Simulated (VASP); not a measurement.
# BN (Fmm2) in VASP: relaxation of cell and atoms with PBEsol

Aim: the relaxation of cell and atoms of BN with PBEsol.

Everything below comes from runs of VASP 6.6.1. Logs are shortened: lines on timing, memory, paths and dates and some standing lists are left out, and cuts for length are marked.

## 1. The cell of the first run

The structure is orthorhombic, space group Fmm2 (No. 42). Conventional cell: a = 2.425 Å, b = 5.614 Å, c = 4.180 Å, α = 90.00°, β = 90.00°, γ = 90.00°. B (site symmetry mm2) has 3 N at 1.40 Å within 1.9 Å. Within 1.9 Å of N (site symmetry mm2) lie 3 B at 1.40 Å.

## 2. Relaxation of cell and atoms, PBEsol, target pressure 20 GPa, at which the enthalpy is minimised

INCAR

```
SYSTEM = BN
  PREC = Accurate
  ENCUT = 600
  EDIFF = 1E-7
  ISMEAR = 0
  SIGMA = 0.02
  LREAL = .FALSE.
  LASPH = .TRUE.
  NELM = 80
  ALGO = Normal
  ISIF = 3
  LWAVE = .FALSE.
  LCHARG = .FALSE.
  GGA = PS
  IBRION = 2
  NSW = 70
  EDIFFG = -0.008
  PSTRESS = 200.0
```

KPOINTS

```
regular mesh
0
G
  14 14 14
  0 0 0
```

POSCAR

```
BN
1.0
    0.0000000000      2.8072312653      2.0900377274
    1.2126581424      0.0000000000      2.0900377274
    1.2126581424      2.8072312653      0.0000000000
B N
1 1
Direct
    0.0003335181      0.0003335181      0.9996664819
    0.6663664719      0.6663664719      0.3336335281
```

Potentials or basis: VASP PAW PBE potentials, release 64 (B, N).

The run is started by

```sh
cat potpaw_PBE.64/B/POTCAR potpaw_PBE.64/N/POTCAR > POTCAR
mpirun -np 1 vasp_std > vasp.out
```

OUTCAR:

```text
SYSTEM = BN
   PREC = Accurate
   ENCUT = 600
   EDIFF = 1E-7
   ISMEAR = 0
   LREAL = .FALSE.
   LASPH = .TRUE.
   NELM = 80
   ISIF = 3
   GGA = PS
   IBRION = 2
   NSW = 70
   EDIFFG = -0.008
   PSTRESS = 200.0

 ion  position               nearest neighbor table
   1  0.000  0.000  1.000-   2 1.40   2 1.40   2 1.40
   2  0.666  0.666  0.334-   1 1.40   1 1.40   1 1.40

  LATTYP: Found a face centered orthorhombic cell.
 ALAT       =     2.4253162848
 B/A-ratio  =     1.7235176628
 C/A-ratio  =     2.3149403506

  Lattice vectors:

 A1 = (   0.0000000000,   2.8072312653,   2.0900377274)
 A2 = (  -1.2126581424,   2.8072312653,   0.0000000000)
 A3 = (  -1.2126581424,   0.0000000000,   2.0900377274)

Analysis of symmetry for initial positions (statically):
=====================================================================
 Subroutine PRICEL returns:
 Original cell was already a primitive cell.

 Routine SETGRP: Setting up the symmetry group for a
 face centered orthorhombic supercell.

 Subroutine GETGRP returns: Found  4 space group operations
 (whereof  4 operations were pure point group operations)
 out of a pool of  8 trial point group operations.

The static configuration has the point symmetry C_2v.

Analysis of symmetry for dynamics (positions and initial velocities):
=====================================================================
 Subroutine PRICEL returns:
 Original cell was already a primitive cell.

 Routine SETGRP: Setting up the symmetry group for a
 face centered orthorhombic supercell.

 Subroutine GETGRP returns: Found  4 space group operations
 (whereof  4 operations were pure point group operations)
 out of a pool of  8 trial point group operations.

The dynamic configuration has the point symmetry C_2v.

 Subroutine INISYM returns: Found  4 space group operations
 (whereof  4 operations are pure point group operations),
 and found     1 'primitive' translations

----------------------------------------------------------------------------------------

                                     Primitive cell

  volume of cell :      14.2299

  direct lattice vectors                    reciprocal lattice vectors
     0.000000000  2.807231265  2.090037727    -0.412317357  0.178111439  0.239230131
     1.212658142  0.000000000  2.090037727     0.412317357 -0.178111439  0.239230131
     1.212658142  2.807231265  0.000000000     0.412317357  0.178111439 -0.239230131

  length of vectors
     3.499829293  2.416360377  3.057954733     0.508881463  0.508881463  0.508881463

  position of ions in fractional coordinates (direct lattice)
     0.000333518  0.000333518  0.999666482
     0.666366472  0.666366472  0.333633528

  ion indices of the primitive-cell ions
   primitive index   ion index
                 1           1
                 2           2

----------------------------------------------------------------------------------------

 KPOINTS: regular mesh

Automatic generation of k-mesh.
 Grid dimensions read from file:
 generate k-points for:   14   14   14

 Generating k-lattice:

  Cartesian coordinates                     Fractional coordinates (reciprocal lattice)
    -0.029451240  0.012722246  0.017087867     0.071428571  0.000000000  0.000000000
     0.029451240 -0.012722246  0.017087867    -0.000000000  0.071428571 -0.000000000
     0.029451240  0.012722246 -0.017087867     0.000000000  0.000000000  0.071428571

  Length of vectors
     0.036348676  0.036348676  0.036348676

  Shift w.r.t. Gamma in fractional coordinates (k-lattice)
     0.000000000  0.000000000  0.000000000

 Subroutine IBZKPT returns following result:
 ===========================================

 Found    428 irreducible k-points:

 Following reciprocal coordinates:
            Coordinates               Weight
  0.000000  0.000000  0.000000      1.000000
  0.071429 -0.000000  0.000000      8.000000
  0.142857 -0.000000 -0.000000      8.000000
  0.214286  0.000000 -0.000000      8.000000
  0.285714  0.000000  0.000000      8.000000
  0.357143 -0.000000 -0.000000      8.000000
[... 16 lines left out ...]
  0.214286  0.142857 -0.000000      8.000000
  0.285714  0.142857  0.000000      8.000000
 [... further k-points ...]
   k-points           NKPTS =    428   k-points in BZ     NKDIM =    428   number of bands    NBANDS=      8
   number of dos      NEDOS =    301   number of ions     NIONS =      2
   total plane-waves  NPLWV =  13440
   dimension x,y,z NGX =    28 NGY =   20 NGZ =   24
   dimension x,y,z NGXF=    56 NGYF=   40 NGZF=   48
   ions per type =               1   1
   NGX,Y,Z   is equivalent  to a cutoff of  13.30, 13.76, 13.05 a.u.
   NGXF,Y,Z  is equivalent  to a cutoff of  26.60, 27.52, 26.10 a.u.
 SYSTEM =  BN
   PREC   = accura    normal or accurate (medium, high low for compatibility)
   ISTART =      0    job   : 0-new  1-cont  2-samecut
   ICHARG =      2    charge: 1-file 2-atom 10-const
   ISPIN  =      1    spin polarized calculation?
   LNONCOLLINEAR =      F non collinear calculations
   LSORBIT =      F    spin-orbit coupling
   LASPH  =      T    aspherical Exc in radial PAW
   ENCUT  =  600.0 eV  44.10 Ry    6.64 a.u.   6.99  4.83  6.11*2*pi/ulx,y,z
   NELM   =     80;   NELMIN=  2; NELMDL= -5     # of ELM steps
   EDIFF  = 0.1E-06   stopping-criterion for ELM
   LREAL  =      F    real-space projection
   EDIFFG = -.8E-02   stopping-criterion for IOM
   NSW    =     70    number of steps for IOM
   IBRION =      2    ionic relax: 0-MD 1-quasi-New 2-CG
   NFREE  =      1    steps in history (QN), initial steepest desc. (CG)
   ISIF   =      3    stress and relaxation
   ISYM   =      2    0-nonsym 1-usesym 2-fastsym
   POTIM  = 0.5000    time-step for ionic-motion
   TEBEG  =    0.0;   TEEND  =   0.0 temperature during run
   PSTRESS=  200.0 pullay stress
   NELECT =       8.0000    total number of electrons
   NUPDOWN=      -1.0000    fix difference up-down
   EMIN   =  10.00;   EMAX   =-10.00  energy-range for DOS
   EFERMI =   0.00;   METHOD = LEGACY
   ISMEAR =     0;   SIGMA  =   0.02  broadening in eV -4-tet -1-fermi 0-gaus
   EFERMI_NEDOS =   21; number of points for ismear=-14 and -15
   IALGO  =     38    algorithm
   IMIX   =      4    mixing-type and parameters
     AMIX     =   0.40;   BMIX     =  1.00
     AMIX_MAG =   1.60;   BMIX_MAG =  1.00
  volume/ion in A,a.u.               =       7.11        48.01
  Fermi-wavevector in a.u.,A,eV,Ry     =   1.351153  2.553309 24.838999  1.825615
  Thomas-Fermi vector in A             =   2.478599
   LORBIT       =      0    0 simple, 1 ext, 2 COOP (PROOUT), +10 PAW based schemes
   GGA     = PS    functional components
   LHFCALC =     F    Hartree Fock is set to
   AEXX    =    0.0000 exact exchange contribution
   IVDW    =     0    specifies the selected vdW correction
   LEPSILON=     F    determine dielectric tensor
   LRPA    =     F    only Hartree local field effects (RPA)
 conjugate gradient relaxation of ions
 non-spin polarized calculation
 Gauss-broadening in eV      SIGMA  =   0.02
  energy-cutoff  :      600.00
  volume of cell :       14.23
 maximum number of plane-waves:       490
   NGX = 13   NGY =  9   NGZ = 13

--------------------------------------- Ionic step        1  -------------------------------------------

 number of electron       8.0000000 magnetization

 Free energy of the ion-electron system (eV)
  ---------------------------------------------------
  ext. energy  EPLUGINS =         0.00000000
  ---------------------------------------------------
  free energy    TOTEN  =       -18.03039148 eV

  energy without entropy =      -18.03039148  energy(sigma->0) =      -18.03039148

------------------------ aborting loop because EDIFF is reached ----------------------------------------

  FORCE on cell =-STRESS in cart. coord.  units (eV):
  Direction    XX          YY          ZZ          XY          YZ          ZX
  --------------------------------------------------------------------------------------
  -------------------------------------------------------------------------------------
  Total        4.5861904      1.2230158      4.5538065      0.0000000      0.0000000      0.0000000
  in kB      516.3711363    137.7025378    512.7249579      0.0000000      0.0000000      0.0000000
  external PRESSURE =     188.9328774 kB  Pullay stress =     200.0000000 kB
[... 93 lines left out ...]
  FREE ENERGIE OF THE ION-ELECTRON SYSTEM (eV)
  ---------------------------------------------------
  free  energy   TOTEN  =       -18.1582373430 eV

  energy  without entropy=      -18.1582373430  energy(sigma->0) =      -18.15823734

  enthalpy is  TOTEN    =       -16.3116883090 eV   P V=        1.8465490341

[... ionic steps 4 to 9 ...]

--------------------------------------- Ionic step       10  -------------------------------------------

 number of electron       8.0000000 magnetization

------------------------ aborting loop because EDIFF is reached ----------------------------------------

  FORCE on cell =-STRESS in cart. coord.  units (eV):
  Direction    XX          YY          ZZ          XY          YZ          ZX
  --------------------------------------------------------------------------------------
  -------------------------------------------------------------------------------------
  Total        1.7489015      1.7783815      1.7983915      0.0000000      0.0000000      0.0000000
  in kB      197.1276360    200.4504783    202.7059121      0.0000000      0.0000000      0.0000000
  external PRESSURE =       0.0946755 kB  Pullay stress =     200.0000000 kB
[... 61 lines left out ...]
  enthalpy is  TOTEN    =       -16.3232002626 eV   P V=        1.7745095472

--------------------------------------- Ionic step       12  -------------------------------------------

 number of electron       8.0000000 magnetization

 Free energy of the ion-electron system (eV)
  ---------------------------------------------------
  ext. energy  EPLUGINS =         0.00000000
  ---------------------------------------------------
  free energy    TOTEN  =       -18.09766623 eV

  energy without entropy =      -18.09766623  energy(sigma->0) =      -18.09766623

 E-fermi :   5.3934     XC(G=0): -11.7840

 val. band max:        5.2979599902   @ k =   0.5000  -0.4286   0.0714
 cond. band min:       7.0330665300   @ k =   0.0000   0.5000   0.5000
 fundamental gap:      1.7351065398
 Fermi energy:         5.3934017319

 k-point     1 :       0.0000    0.0000    0.0000
  band No.  band energies     occupation
      1     -14.1858      2.00000
      2       1.7765      2.00000
      3       3.1083      2.00000
      4       3.1434      2.00000
      5      11.4270      0.00000
      6      16.0821      0.00000
      7      16.5252      0.00000
      8      18.1547      0.00000
[... 243 lines left out ...]
 k-point    24 :       0.2857    0.1429    0.0000
  band No.  band energies     occupation
      1     -12.8871      2.00000
      2      -0.5069      2.00000
      3       0.9848      2.00000
      4       2.7632      2.00000
      5      13.2826      0.00000
      6      14.8437      0.00000
      7      16.7313      0.00000
      8      20.0797      0.00000

 [... further k-points ...]
[... 5 lines left out ...]
  --------------------------------------------------------------------------------------
  -------------------------------------------------------------------------------------
  Total        1.7731199      1.7780378      1.7761443      0.0000000      0.0000000      0.0000000
  in kB      199.8487617    200.4030626    200.1896445      0.0000000      0.0000000      0.0000000
  external PRESSURE =       0.1471563 kB  Pullay stress =     200.0000000 kB
[... 17 lines left out ...]
  FREE ENERGIE OF THE ION-ELECTRON SYSTEM (eV)
  ---------------------------------------------------
  free  energy   TOTEN  =       -18.0976662305 eV

  energy  without entropy=      -18.0976662305  energy(sigma->0) =      -18.09766623

  enthalpy is  TOTEN    =       -16.3232045331 eV   P V=        1.7744616974

 reached required accuracy - stopping structural energy minimisation
```

Run time: 7.8 min. Hardware: 1 thread of Intel Xeon 8259CL, shared host; peak memory 0.19 GiB.

What came out:

```
Free energy                                                : -18.0977 eV
Relaxed volume                                             : 7.11 Å³/atom
Relaxed cell                                               : a = 3.431 Å, b = 2.465 Å, c = 2.962 Å, α = 77.84°, β = 44.61°, γ = 57.56°
Space group after relaxing (to 0.1 Å)                      : Fmm2 (No. 42)
Energy change on relaxing (the run minimises the enthalpy) : -33.6 meV/atom
Ionic steps                                                : 12
Pressure after relaxing                                    : 20.0 GPa
Band gap on the k mesh                                     : 1.74 eV (least direct gap 4.59 eV)
```

Forces in eV/Å, atoms in the order of the input:
```
B    0.000  0.000  0.003
N    0.000  0.000 -0.003
```

Step by step:
```csv
step,energy change (eV),largest force (eV/Å),pressure (GPa),volume (Å³)
1,0.0000,0.0116,38.89,14.23
2,-0.0327,0.0139,-18.14,16.00
3,-0.1278,0.0034,16.59,14.79
4,-0.1249,0.0030,17.46,14.77
5,-0.1086,0.0396,18.19,14.59
6,-0.0765,0.1114,19.60,14.29
7,-0.0685,0.1273,19.94,14.23
8,-0.0545,0.6375,20.50,14.15
9,-0.0672,0.0101,20.01,14.21
10,-0.0672,0.0076,20.01,14.21
11,-0.0673,0.0087,20.02,14.22
12,-0.0673,0.0026,20.01,14.22
```

Final structure:
```cif
data_structure
_symmetry_space_group_name_H-M 'P 1'
_symmetry_Int_Tables_number 1
_cell_length_a 3.4313
_cell_length_b 2.4649
_cell_length_c 2.9623
_cell_angle_alpha 77.837
_cell_angle_beta 44.607
_cell_angle_gamma 57.556
_cell_volume 14.22
loop_
_atom_site_label
_atom_site_type_symbol
_atom_site_fract_x
_atom_site_fract_y
_atom_site_fract_z
_atom_site_occupancy
B1 B 0.00054 0.00054 0.99946 1
N1 N 0.66616 0.66616 0.33384 1
```

Caveat: the cell is relaxed towards a set pressure, so the run minimises the enthalpy, not the energy; the PAW data sets were made with another functional, which shifts forces and pressure a little. A k mesh can miss the band edges.
